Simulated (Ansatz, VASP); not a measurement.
# Two plane-wave programs on SnO

Contents of INCAR:

```
ALGO = Normal ; EDIFF = 1E-6
ENCUT = 520 ; GGA = PE
ISIF = 2 ; ISMEAR = 0
LASPH = T ; LCHARG = F
LREAL = F ; LWAVE = F
NBANDS = 28 ; NELM = 60
PREC = Accurate ; SIGMA = 0.05
```

Contents of KPOINTS:

```
k-points
0
Gamma
  10 10 8
```

Contents of POSCAR:

```
SnO
1.0
    3.7640209778      0.0000000000      0.0000000000
    0.0000000000      3.7640209778      0.0000000000
    0.0000000000      0.0000000000      5.0679375214
Sn O
2 2
Direct
   -0.0431052619      0.5000000000      0.2286909982
    0.5431052619      0.0000000000      0.7713090018
    0.0045883204      0.0000000000      0.0000000000
    0.4954116796      0.5000000000      0.0000000000
```

Input for Ansatz:

```yaml
crystal:
  lattice:
    - [3.7640209778, 0.0, 0.0]
    - [0.0, 3.7640209778, 0.0]
    - [0.0, 0.0, 5.0679375214]
  atoms:
    - { symbol: Sn, position: [-0.0431052619, 0.5, 0.2286909982] }
    - { symbol: Sn, position: [0.5431052619, 0.0, 0.7713090018] }
    - { symbol: O, position: [0.0045883204, 0.0, 0.0] }
    - { symbol: O, position: [0.4954116796, 0.5, 0.0] }
basis:
  ecutwfc: 520.0
kpoints:
  mp_grid: { grid: [10, 10, 8] }
hamiltonian:
  xc: pbe
scf:
  occupations: { method: gaussian, width: 0.05 }
output:
  forces: true
  stress: true
  eigenvalues: true
```

Change from the starting cell: mode 4 frozen in at -0.167 Å, equal normal strain along x and y -0.0267.

Alike in both runs: task single point; functional PBE; k mesh 10 × 10 × 8; occupations gaussian, width 0.05 eV; no spin polarisation.

|  | VASP | Ansatz |
| --- | --- | --- |
| version | VASP 6.6.1 | Ansatz 0.2.0 |
| potentials or method | VASP PAW PBE potentials, release 64 (Sn_d, O), cutoff 520 eV | scalar-relativistic, plane waves, PAW |
| valence electrons in the cell | 40 | 40 |

|  | VASP | Ansatz | Ansatz less VASP |
| --- | --- | --- | --- |
| gap on the k mesh at the Fermi level (eV) | 0.28 | 0.27 | -0.010 |
| least direct gap on the mesh (eV) | 1.95 | 1.98 | +0.030 |
| pressure (GPa) | 7.1 | 6.8 | -0.30 |
| traceless stress, the component that is largest in VASP (GPa) | 4.93 | 4.78 | -0.146 |
| rms of the force components (eV/Å) | 0.639 | 0.602 | -0.0365 |

Atom by atom the forces differ by 0.044 eV/Å (rms over components). The functional is the same, so the differences come from potentials, cutoffs and numerics.
